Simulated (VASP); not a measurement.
Input of a VASP 6.6.1 run:

File INCAR:

```
PREC = Accurate ; ENCUT = 520
EDIFF = 1E-7 ; ISMEAR = 0
SIGMA = 0.05 ; LREAL = F
LASPH = T ; NELM = 80
ALGO = Normal ; ISIF = 2
LWAVE = F ; LCHARG = T
GGA = PE ; LELF = T
LVHAR = T ; NBANDS = 22
```

File KPOINTS:

```
regular mesh
0
Gamma
  12 12 10
```

The input POSCAR:

```
YbB2
1.0
    3.1889395442      0.0000000000      0.0000000000
   -1.5944697721      2.7617026564      0.0000000000
    0.0000000000      0.0000000000      3.7868094782
Yb B
1 2
Direct
    0.0000000000      0.0000000000      0.0000000000
    0.3333333333      0.6666666667      0.5000000000
    0.6666666667      0.3333333333      0.5000000000
```

Potentials or basis: VASP PAW PBE potentials, release 64 (Yb, B).

The run is started by

```console
$ cat potpaw_PBE.64/Yb/POTCAR potpaw_PBE.64/B/POTCAR > POTCAR
$ mpirun -np 1 vasp_std > vasp.out
```

Predict the band gap on the k mesh.

zero (bands 15 and 16 overlap by 1.34 eV).

Predict the pressure.

6.9 GPa.

Stress tensor (GPa, compression positive):
```
6.84 0.00 0.00
0.00 6.84 0.00
0.00 0.00 7.05
```

Caveat: the cell stands under pressure; spin-orbit coupling is left out, which moves the levels of the heavy elements. Spin polarisation is off, so any magnetic state and its effect on volume and gap are missing.
